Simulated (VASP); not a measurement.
A run of VASP 6.6.1:

INCAR

```
SYSTEM = ZrN
PREC = Accurate
ENCUT = 600
EDIFF = 1E-6
ISMEAR = -1
SIGMA = 0.05
LREAL = .FALSE.
LASPH = .TRUE.
NELM = 120
ALGO = Normal
ISIF = 2
LWAVE = .FALSE.
LCHARG = .TRUE.
GGA = PE
LELF = .TRUE.
LVHAR = .TRUE.
NBANDS = 82
GGA_COMPAT = .FALSE.
```

File KPOINTS:

```
regular mesh
0
G
  6 6 6
  0 0 0
```

File POSCAR:

```
ZrN
1.0
    0.0000000000      4.6000000000      4.6000000000
    4.6000000000      0.0000000000      4.6000000000
    4.6000000000      4.6000000000      0.0000000000
Zr N
8 8
Direct
    0.2500000000      0.2500000000      0.2500000000
    0.2500000000      0.2500000000      0.7500000000
    0.2500000000      0.7500000000      0.2500000000
    0.2500000000      0.7500000000      0.7500000000
    0.7500000000      0.2500000000      0.2500000000
    0.7500000000      0.2500000000      0.7500000000
    0.7500000000      0.7500000000      0.2500000000
    0.7500000000      0.7500000000      0.7500000000
    0.0000000000      0.0000000000      0.0000000000
    0.0000000000      0.0000000000      0.5000000000
    0.0000000000      0.5000000000      0.0000000000
    0.0000000000      0.5000000000      0.5000000000
    0.5000000000      0.0000000000      0.0000000000
    0.5000000000      0.0000000000      0.5000000000
    0.5000000000      0.5000000000      0.0000000000
    0.5000000000      0.5000000000      0.5000000000
```

Potentials or basis: VASP PAW PBE potentials, release 64 (Zr_sv, N).

Command:

```console
$ cat potpaw_PBE.64/Zr_sv/POTCAR potpaw_PBE.64/N/POTCAR > POTCAR
$ mpirun -np 1 vasp_std > vasp.out
```

Hardware: 1 thread of Intel Xeon 8259CL, with other jobs on the host.

Q: How long does it take, and how much memory?

A: Run time: 18 min on 1 thread of Intel Xeon 8259CL (shared host), peak memory 0.52 GiB. Counts: scf iterations 14, k points 16.
